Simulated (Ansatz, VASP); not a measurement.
One calculation of Au, two programs

```
Au
1.0
     2.76432    0.00000    0.00000
    -1.38216    2.39397    0.00000
     0.00000    0.00000    9.14242
Au
4
Direct
  0.00000 0.00000 0.00000
  0.00000 0.00000 0.50000
  0.33333 0.66667 0.25000
  0.66667 0.33333 0.75000
```

Alike in both runs: task single point; functional LDA; k mesh 13 × 13 × 4; occupations fermi-dirac, width 0.1 eV; no spin polarisation.

|  | VASP | Ansatz |
| --- | --- | --- |
| version | VASP 6.6.1 | Ansatz 0.2.0 |
| potentials or method | VASP PAW LDA potentials, release 64 (Au), cutoff 520 eV | all-electron LAPW, scalar-relativistic |

Ansatz gave:

| Quantity | Value |
| --- | --- |
| pressure (GPa) | 23.0 |

What did VASP give for the same quantities?

Pressure (GPa): 23.7.

LDA's correlation is that of Perdew and Zunger in VASP and of Perdew and Wang (1992) in Ansatz. Ansatz ran all-electron here, and VASP with PAW potentials.

Neither program's run includes spin-orbit coupling.
